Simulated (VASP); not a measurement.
Here is a VASP 6.6.1 calculation.

The input INCAR:

```
PREC = Accurate
ENCUT = 600
EDIFF = 1E-6
ISMEAR = -1
SIGMA = 0.05
LREAL = False
LASPH = True
NELM = 100
ALGO = Normal
ISIF = 3
LWAVE = False
LCHARG = False
GGA = PE
IBRION = 2
NSW = 60
EDIFFG = -0.01
```

The input KPOINTS:

```
Automatic mesh
0
Gamma
  5 5 4
```

The input POSCAR:

```
TiO2
1.0
    5.5822227355      0.0000000000      0.0000000000
   -2.7911113678      4.8343466985      0.0000000000
    0.0000000000      0.0000000000      6.0824678800
Ti O
3 6
Direct
    0.4669367500      0.0000000000      0.3333333333
    0.0000000000      0.4669367500      0.6666666667
    0.5330632500      0.5330632500      0.0000000000
    0.5810657200      0.8514331800      0.1206639333
    0.7296325400      0.1485668200      0.5460027333
    0.2703674600      0.4189342800      0.7873306000
    0.8514331800      0.5810657200      0.8793360667
    0.1485668200      0.7296325400      0.4539972667
    0.4189342800      0.2703674600      0.2126694000
```

Potentials or basis: VASP PAW PBE potentials, release 64 (Ti_sv, O).

The run is started by

```bash
$ cat potpaw_PBE.64/Ti_sv/POTCAR potpaw_PBE.64/O/POTCAR > POTCAR
$ mpirun -np 1 vasp_std > vasp.out
```

Problem. Estimate the relaxed volume.

Solution. 19.78 Å³/atom.

Problem. Estimate the relaxed cell.

Solution. a = 5.724 Å, b = 5.724 Å, c = 6.274 Å, α = 90.00°, β = 90.00°, γ = 120.00°.

Problem. Estimate the band gap on the k mesh.

Solution. 3.39 eV (least direct gap 3.43 eV).

Final structure:
```yaml
crystal:
  lattice:
    - [5.72442, 0.00000, 0.00000]
    - [-2.86221, 4.95749, 0.00000]
    - [0.00000, 0.00000, 6.27420]
  atoms:
    - { symbol: Ti, position: [0.48504, 0.00000, 0.33333] }
    - { symbol: Ti, position: [0.00000, 0.48504, 0.66667] }
    - { symbol: Ti, position: [0.51496, 0.51496, 0.00000] }
    - { symbol: O, position: [0.57551, 0.81569, 0.14535] }
    - { symbol: O, position: [0.75982, 0.18431, 0.52131] }
    - { symbol: O, position: [0.24018, 0.42449, 0.81202] }
    - { symbol: O, position: [0.81569, 0.57551, 0.85465] }
    - { symbol: O, position: [0.18431, 0.75982, 0.47869] }
    - { symbol: O, position: [0.42449, 0.24018, 0.18798] }
```

Caveat: an odd mesh through Γ misses points on the zone boundary, where band edges can lie.
